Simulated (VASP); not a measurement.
Wanted: the native input for a VASP 6.6.1 run.

- Task: single point
- Functional: PBE
- Potentials or basis: VASP PAW PBE potentials, release 64 (Cu, N)
- Cutoff: 600 eV
- k mesh: 12 × 12 × 12
- Occupations: gaussian, width 0.1 eV
- Spin: no spin polarisation
- Dipole correction: no
- Further INCAR settings: ALGO = Normal; EDIFF = 1e-06; NBANDS = 27

The structure of Cu3N lies in POSCAR:

```
Cu3N
1.0
    3.4939523626      0.0000000000      0.0000000000
    0.0000000000      3.4939523626      0.0000000000
    0.0000000000      0.0000000000      3.4939523626
Cu N
3 1
Direct
    0.5000000000      0.0000000000      0.0000000000
    0.0000000000      0.5000000000      0.0000000000
    0.0000000000      0.0000000000      0.5000000000
    0.0000000000      0.0000000000      0.0000000000
```

One way to write it, as run:

INCAR

```
SYSTEM = Cu3N
PREC = Accurate
ENCUT = 600
EDIFF = 1E-6
ISMEAR = 0
SIGMA = 0.1
LREAL = .False.
LASPH = .True.
NELM = 120
ALGO = Normal
ISIF = 2
LWAVE = .False.
LCHARG = .False.
GGA = PE
NBANDS = 27
GGA_COMPAT = .False.
```

KPOINTS

```
regular mesh
0
Gamma
  12 12 12
  0 0 0
```

Potentials or basis: VASP PAW PBE potentials, release 64 (Cu, N).

Command:

```console
$ cat potpaw_PBE.64/Cu/POTCAR potpaw_PBE.64/N/POTCAR > POTCAR
$ mpirun -np 1 vasp_std > vasp.out
```

It gave:

| Property | Result |
| --- | --- |
| Pressure | 60.9 GPa |
| Band gap on the k mesh | zero (bands 19 and 20 overlap by 0.68 eV) |

Caveat: the cell stands under pressure.

Run time: 2.4 min on 1 thread of AMD EPYC 7R43 64-Core Processor (Zen 3), with other jobs on the host, peak memory 0.19 GiB.
